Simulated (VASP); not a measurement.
BaTiO3, 5 atoms in the cell. It takes space group R3m (No. 160, trigonal). The conventional cell has a = 5.680 Å, b = 5.680 Å, c = 6.994 Å, α = 90.00°, β = 90.00°, γ = 120.00°. Ba (site symmetry 3m) has 12 O at 2.70 to 3.01 Å and 8 Ti at 3.48 to 3.50 Å within 3.6 Å. Ti (site symmetry 3m) has 6 O at 1.87 to 2.16 Å within 2.5 Å. Within 2.5 Å of O (site symmetry m) lie 2 Ti at 1.87 to 2.16 Å.  This cell differs from its parent crystal: all Ba atoms moved -0.100 Å, as atom 1 towards its neighbour atom 2 (Ti) at 3.403 Å.

| Quantity | Value |
| --- | --- |
| Program | VASP 6.6.1 |
| Task | single point |
| Functional | r2SCAN |
| Potentials or basis | VASP PAW PBE potentials, release 64 (Ba_sv, Ti_sv, O_h) |
| Cutoff | 1480 eV |
| k mesh | 6 × 6 × 6 |
| Occupations | gaussian, width 0.05 eV |
| Spin | no spin polarisation |
| Dipole correction | no |
| Further INCAR settings | ALGO = Normal; EDIFF = 1e-06; NBANDS = 28 |

Potentials or basis: VASP PAW PBE potentials, release 64 (Ba_sv, Ti_sv, O_h).

Launch:

```bash
$ cat potpaw_PBE.64/Ba_sv/POTCAR potpaw_PBE.64/Ti_sv/POTCAR potpaw_PBE.64/O_h/POTCAR > POTCAR
$ cp INCAR.step1 INCAR
$ mpirun -np 1 vasp_std > vasp.out
$ cp INCAR.step2 INCAR
$ mpirun -np 1 vasp_std > vasp.out
```

Hardware: 1 thread of Intel(R) Xeon(R) Platinum 8488C (Sapphire Rapids), with other jobs on the host.

**Question.** How long does it take, and how much memory?

**Answer.** Wall time 9.1 min on 1 thread of Intel(R) Xeon(R) Platinum 8488C (Sapphire Rapids), on a shared host, peak memory 0.58 GiB. Counts: k points 32.
